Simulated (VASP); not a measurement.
# Si5C (Pmmm) in VASP: relaxation of cell and atoms with PBE

Aim: the relaxation of cell and atoms of Si5C with PBE.

Program: VASP 6.6.1. These are calculated values, not measurements. Logs are shortened: lines on timing, memory, paths and dates and some standing lists are left out, and cuts for length are marked.

### 1 The cell of the first run

Symmetry: Pmmm, No. 47, orthorhombic system. Conventional cell: a = 3.283 Å, b = 3.566 Å, c = 7.367 Å, α = 90.00°, β = 90.00°, γ = 90.00°. Within 3.3 Å of Si (site symmetry mm2) lie 8 Si at 2.41 to 3.28 Å. Si (site symmetry mm2) has 1 C at 1.85 Å and 4 Si at 2.50 Å within 2.6 Å. Si (site symmetry mmm) has 4 C at 2.42 Å and 12 Si at 2.48 to 3.28 Å within 3.3 Å. Within 2.5 Å of C (site symmetry mmm) lie 6 Si at 1.85 to 2.42 Å.

The cell was generated, and may not be a known phase.

### 2 Relaxation of cell and atoms, PBE

File INCAR:

```
PREC = Accurate
ENCUT = 600
EDIFF = 1E-6
ISMEAR = 0
SIGMA = 0.1
LREAL = F
LASPH = T
NELM = 80
ALGO = Fast
ISIF = 3
LWAVE = F
LCHARG = F
GGA = PE
IBRION = 2
NSW = 100
EDIFFG = -0.01
```

File KPOINTS:

```
regular mesh
0
Gamma
  12 10 6
```

File POSCAR:

```
Si5C
1.0
    3.2830330346      0.0000000000      0.0000000000
    0.0000000000      3.5662373069      0.0000000000
    0.0000000000      0.0000000000      7.3672677410
Si C
5 1
Direct
    0.5000000000      0.5000000000      0.3365342900
    0.0000000000      0.0000000000      0.2515213011
    0.5000000000      0.5000000000      0.6634657100
    0.0000000000      0.0000000000      0.7484786989
    0.5000000000      0.5000000000      0.0000000000
    0.0000000000      0.0000000000      0.0000000000
```

Potentials or basis: VASP PAW PBE potentials, release 64 (Si, C).

Started as:

```
$ cat potpaw_PBE.64/Si/POTCAR potpaw_PBE.64/C/POTCAR > POTCAR
$ mpirun -np 1 vasp_std > vasp.out
```

OUTCAR:

```text
PREC = Accurate
   ENCUT = 600
   EDIFF = 1E-6
   ISMEAR = 0
   LREAL = F
   LASPH = T
   NELM = 80
   ISIF = 3
   GGA = PE
   IBRION = 2
   NSW = 100
   EDIFFG = -0.01

 ion  position               nearest neighbor table
   1  0.500  0.500  0.337-   3 2.41   5 2.48   2 2.50   2 2.50   2 2.50   2 2.50
   2  0.000  0.000  0.252-   6 1.85   1 2.50   1 2.50   1 2.50   1 2.50   5 3.05   5 3.05   5 3.05
                             5 3.05
   3  0.500  0.500  0.663-   1 2.41   5 2.48   4 2.50   4 2.50   4 2.50   4 2.50
   4  0.000  0.000  0.748-   6 1.85   3 2.50   3 2.50   3 2.50   3 2.50   5 3.05   5 3.05   5 3.05
                             5 3.05
   5  0.500  0.500  0.000-   6 2.42   6 2.42   6 2.42   6 2.42   1 2.48   3 2.48   4 3.05   4 3.05
                             2 3.05   4 3.05   2 3.05   2 3.05   4 3.05   2 3.05
   6  0.000  0.000  0.000-   2 1.85   4 1.85   5 2.42   5 2.42   5 2.42   5 2.42

  LATTYP: Found a simple orthorhombic cell.
 ALAT       =     3.2830330346
 B/A-ratio  =     1.0862629981
 C/A-ratio  =     2.2440431343

  Lattice vectors:

 A1 = (   3.2830330346,   0.0000000000,   0.0000000000)
 A2 = (   0.0000000000,   3.5662373069,   0.0000000000)
 A3 = (   0.0000000000,   0.0000000000,   7.3672677410)

Analysis of symmetry for initial positions (statically):
=====================================================================
 Subroutine PRICEL returns:
 Original cell was already a primitive cell.

 Routine SETGRP: Setting up the symmetry group for a
 simple orthorhombic supercell.

 Subroutine GETGRP returns: Found  8 space group operations
 (whereof  8 operations were pure point group operations)
 out of a pool of  8 trial point group operations.

The static configuration has the point symmetry D_2h.

Analysis of symmetry for dynamics (positions and initial velocities):
=====================================================================
 Subroutine PRICEL returns:
 Original cell was already a primitive cell.

 Routine SETGRP: Setting up the symmetry group for a
 simple orthorhombic supercell.

 Subroutine GETGRP returns: Found  8 space group operations
 (whereof  8 operations were pure point group operations)
 out of a pool of  8 trial point group operations.

The dynamic configuration has the point symmetry D_2h.

 Subroutine INISYM returns: Found  8 space group operations
 (whereof  8 operations are pure point group operations),
 and found     1 'primitive' translations

----------------------------------------------------------------------------------------

                                     Primitive cell

  volume of cell :      86.2565

  direct lattice vectors                    reciprocal lattice vectors
     3.283033035  0.000000000  0.000000000     0.304596387  0.000000000  0.000000000
     0.000000000  3.566237307  0.000000000     0.000000000  0.280407588  0.000000000
     0.000000000  0.000000000  7.367267741     0.000000000  0.000000000  0.135735531

  length of vectors
     3.283033035  3.566237307  7.367267741     0.304596387  0.280407588  0.135735531

  position of ions in fractional coordinates (direct lattice)
     0.500000000  0.500000000  0.336534290
     0.000000000  0.000000000  0.251521301
     0.500000000  0.500000000  0.663465710
     0.000000000  0.000000000  0.748478699
     0.500000000  0.500000000  0.000000000
     0.000000000  0.000000000  0.000000000

  ion indices of the primitive-cell ions
   primitive index   ion index
                 1           1
                 2           2
                 3           3
                 4           4
                 5           5
                 6           6

----------------------------------------------------------------------------------------

 KPOINTS: regular mesh

Automatic generation of k-mesh.
 Grid dimensions read from file:
 generate k-points for:   12   10    6

 Generating k-lattice:

  Cartesian coordinates                     Fractional coordinates (reciprocal lattice)
     0.025383032  0.000000000  0.000000000     0.083333333  0.000000000  0.000000000
     0.000000000  0.028040759  0.000000000     0.000000000  0.100000000  0.000000000
     0.000000000  0.000000000  0.022622589     0.000000000  0.000000000  0.166666667

  Length of vectors
     0.025383032  0.028040759  0.022622589

  Shift w.r.t. Gamma in fractional coordinates (k-lattice)
     0.000000000  0.000000000  0.000000000

 Subroutine IBZKPT returns following result:
 ===========================================

 Found    168 irreducible k-points:

 Following reciprocal coordinates:
            Coordinates               Weight
  0.000000  0.000000  0.000000      1.000000
  0.083333  0.000000  0.000000      2.000000
  0.166667  0.000000  0.000000      2.000000
  0.250000  0.000000  0.000000      2.000000
  0.333333  0.000000  0.000000      2.000000
  0.416667  0.000000  0.000000      2.000000
[... 16 lines left out ...]
  0.083333  0.300000  0.000000      4.000000
  0.166667  0.300000  0.000000      4.000000
 [... further k-points ...]
   k-points           NKPTS =    168   k-points in BZ     NKDIM =    168   number of bands    NBANDS=     16
   number of dos      NEDOS =    301   number of ions     NIONS =      6
   total plane-waves  NPLWV =  47040
   dimension x,y,z NGX =    28 NGY =   28 NGZ =   60
   dimension x,y,z NGXF=    56 NGYF=   56 NGZF=  120
   ions per type =               5   1
   NGX,Y,Z   is equivalent  to a cutoff of  14.18, 13.05, 13.54 a.u.
   NGXF,Y,Z  is equivalent  to a cutoff of  28.36, 26.11, 27.08 a.u.
 SYSTEM =  unknown system
   PREC   = accura    normal or accurate (medium, high low for compatibility)
   ISTART =      0    job   : 0-new  1-cont  2-samecut
   ICHARG =      2    charge: 1-file 2-atom 10-const
   ISPIN  =      1    spin polarized calculation?
   LNONCOLLINEAR =      F non collinear calculations
   LSORBIT =      F    spin-orbit coupling
   LASPH  =      T    aspherical Exc in radial PAW
   ENCUT  =  600.0 eV  44.10 Ry    6.64 a.u.   6.56  7.12 14.71*2*pi/ulx,y,z
   NELM   =     80;   NELMIN=  2; NELMDL= -5     # of ELM steps
   EDIFF  = 0.1E-05   stopping-criterion for ELM
   LREAL  =      F    real-space projection
   EDIFFG = -.1E-01   stopping-criterion for IOM
   NSW    =    100    number of steps for IOM
   IBRION =      2    ionic relax: 0-MD 1-quasi-New 2-CG
   NFREE  =      1    steps in history (QN), initial steepest desc. (CG)
   ISIF   =      3    stress and relaxation
   ISYM   =      2    0-nonsym 1-usesym 2-fastsym
   POTIM  = 0.5000    time-step for ionic-motion
   TEBEG  =    0.0;   TEEND  =   0.0 temperature during run
   PSTRESS=    0.0 pullay stress
   NELECT =      24.0000    total number of electrons
   NUPDOWN=      -1.0000    fix difference up-down
   EMIN   =  10.00;   EMAX   =-10.00  energy-range for DOS
   EFERMI =   0.00;   METHOD = LEGACY
   ISMEAR =     0;   SIGMA  =   0.10  broadening in eV -4-tet -1-fermi 0-gaus
   EFERMI_NEDOS =   21; number of points for ismear=-14 and -15
   IALGO  =     68    algorithm
   IMIX   =      4    mixing-type and parameters
     AMIX     =   0.40;   BMIX     =  1.00
     AMIX_MAG =   1.60;   BMIX_MAG =  1.00
  volume/ion in A,a.u.               =      14.38        97.01
  Fermi-wavevector in a.u.,A,eV,Ry     =   1.068763  2.019669 15.541303  1.142254
  Thomas-Fermi vector in A             =   2.204421
   LORBIT       =      0    0 simple, 1 ext, 2 COOP (PROOUT), +10 PAW based schemes
   GGA     = PE    functional components
   LHFCALC =     F    Hartree Fock is set to
   AEXX    =    0.0000 exact exchange contribution
   IVDW    =     0    specifies the selected vdW correction
   LEPSILON=     F    determine dielectric tensor
   LRPA    =     F    only Hartree local field effects (RPA)
 conjugate gradient relaxation of ions
 non-spin polarized calculation
 RMM-DIIS sequential band-by-band and
 Gauss-broadening in eV      SIGMA  =   0.10
  energy-cutoff  :      600.00
  volume of cell :       86.26
 maximum number of plane-waves:      2930
 NGX is ok and might be reduce to    28
   NGX = 13   NGY = 15   NGZ = 29

--------------------------------------- Ionic step        1  -------------------------------------------

 number of electron      24.0000001 magnetization

 Free energy of the ion-electron system (eV)
  ---------------------------------------------------
  ext. energy  EPLUGINS =         0.00000000
  ---------------------------------------------------
  free energy    TOTEN  =       -33.04516630 eV

  energy without entropy =      -33.03959934  energy(sigma->0) =      -33.04238282

------------------------ aborting loop because EDIFF is reached ----------------------------------------

  FORCE on cell =-STRESS in cart. coord.  units (eV):
  Direction    XX          YY          ZZ          XY          YZ          ZX
  --------------------------------------------------------------------------------------
  -------------------------------------------------------------------------------------
  Total        0.6638977     -0.4835091      0.1197682      0.0000000      0.0000000      0.0000000
  in kB       12.3316097     -8.9809714      2.2246415      0.0000000      0.0000000      0.0000000
  external PRESSURE =       1.8584266 kB  Pullay stress =       0.0000000 kB
[... 101 lines left out ...]
  FREE ENERGIE OF THE ION-ELECTRON SYSTEM (eV)
  ---------------------------------------------------
  free  energy   TOTEN  =       -33.0534370586 eV

  energy  without entropy=      -33.0472226704  energy(sigma->0) =      -33.05032986

[... ionic steps 4 to 9 ...]

--------------------------------------- Ionic step       10  -------------------------------------------

 number of electron      24.0000001 magnetization

------------------------ aborting loop because EDIFF is reached ----------------------------------------
[... 75 lines left out ...]
--------------------------------------- Ionic step       12  -------------------------------------------

 number of electron      24.0000001 magnetization

 Free energy of the ion-electron system (eV)
  ---------------------------------------------------
  ext. energy  EPLUGINS =         0.00000000
  ---------------------------------------------------
  free energy    TOTEN  =       -33.05664352 eV

  energy without entropy =      -33.04741104  energy(sigma->0) =      -33.05202728

 E-fermi :   8.5833     XC(G=0): -10.7650

 val. band max:        8.5820776190   @ k =   0.4167   0.2000   0.5000
 cond. band min:       8.5911264803   @ k =   0.5000   0.1000   0.3333
 fundamental gap:      0.0090488614
 Fermi energy:         8.5833067016

 k-point     1 :       0.0000    0.0000    0.0000
  band No.  band energies     occupation
      1      -6.2561      2.00000
      2      -3.4253      2.00000
      3      -2.5672      2.00000
      4       3.2308      2.00000
      5       3.3311      2.00000
      6       4.4639      2.00000
[... 433 lines left out ...]
      3      -1.7434      2.00000
      4       0.3038      2.00000
      5       2.0352      2.00000
      6       2.9052      2.00000
[... 8 lines left out ...]
     15      10.8222      0.00000
     16      10.8605      0.00000

 [... further k-points ...]
[... 5 lines left out ...]
  --------------------------------------------------------------------------------------
  -------------------------------------------------------------------------------------
  Total        0.0272092     -0.0112824      0.0362322      0.0000000      0.0000000      0.0000000
  in kB        0.5037070     -0.2088641      0.6707444      0.0000000      0.0000000      0.0000000
  external PRESSURE =       0.3218625 kB  Pullay stress =       0.0000000 kB
[... 21 lines left out ...]
  FREE ENERGIE OF THE ION-ELECTRON SYSTEM (eV)
  ---------------------------------------------------
  free  energy   TOTEN  =       -33.0566435213 eV

  energy  without entropy=      -33.0474110408  energy(sigma->0) =      -33.05202728

 reached required accuracy - stopping structural energy minimisation
```

Wall time 17 min (1 thread of AMD EPYC 9755, shared host); peak memory 0.35 GiB.

What came out:

| Quantity | Value |
| --- | --- |
| Free energy | -33.0566 eV |
| Relaxed volume | 14.42 Å³/atom |
| Relaxed cell | a = 3.358 Å, b = 3.499 Å, c = 7.366 Å, α = 90.00°, β = 90.00°, γ = 90.00° |
| Space group after relaxing (to 0.1 Å) | Pmmm (No. 47) |
| Energy gained by relaxing | 1.9 meV/atom |
| Ionic steps | 12 |
| Pressure after relaxing | 0.0 GPa |
| Largest force after relaxing | 0.009 eV/Å |
| Band gap on the k mesh | zero (bands 12 and 13 overlap by 4.23 eV) |

Forces in eV/Å, atoms in the order of the input:
```
Si   0.000  0.000 -0.009
Si   0.000  0.000  0.004
Si   0.000  0.000  0.009
Si   0.000  0.000 -0.004
Si   0.000  0.000  0.000
C    0.000  0.000  0.000
```

The path:
| step | energy change (eV) | largest force (eV/Å) | pressure (GPa) | volume (Å³) |
| --- | --- | --- | --- | --- |
| 1 | 0.0000 | 0.1255 | 0.19 | 86.26 |
| 2 | -0.0057 | 0.0152 | -0.10 | 86.46 |
| 3 | -0.0083 | 0.1145 | -0.40 | 86.69 |
| 4 | -0.0103 | 0.0769 | 0.40 | 86.26 |
| 5 | -0.0103 | 0.0682 | 0.31 | 86.30 |
| 6 | -0.0111 | 0.0430 | 0.01 | 86.48 |
| 7 | -0.0112 | 0.0216 | 0.08 | 86.44 |
| 8 | -0.0113 | 0.0137 | -0.05 | 86.58 |
| 9 | -0.0113 | 0.0114 | -0.09 | 86.62 |
| 10 | -0.0114 | 0.0103 | 0.02 | 86.56 |
| 11 | -0.0114 | 0.0132 | 0.03 | 86.55 |
| 12 | -0.0115 | 0.0094 | 0.03 | 86.55 |

Final structure:
```cif
data_structure
_symmetry_space_group_name_H-M 'P 1'
_symmetry_Int_Tables_number 1
_cell_length_a 3.3576
_cell_length_b 3.4993
_cell_length_c 7.3661
_cell_angle_alpha 90.000
_cell_angle_beta 90.000
_cell_angle_gamma 90.000
_cell_volume 86.55
loop_
_atom_site_label
_atom_site_type_symbol
_atom_site_fract_x
_atom_site_fract_y
_atom_site_fract_z
_atom_site_occupancy
Si1 Si 0.50000 0.50000 0.33760 1
Si2 Si 0.00000 0.00000 0.25190 1
Si3 Si 0.50000 0.50000 0.66240 1
Si4 Si 0.00000 0.00000 0.74810 1
Si5 Si 0.50000 0.50000 0.00000 1
C1 C 0.00000 0.00000 0.00000 1
```
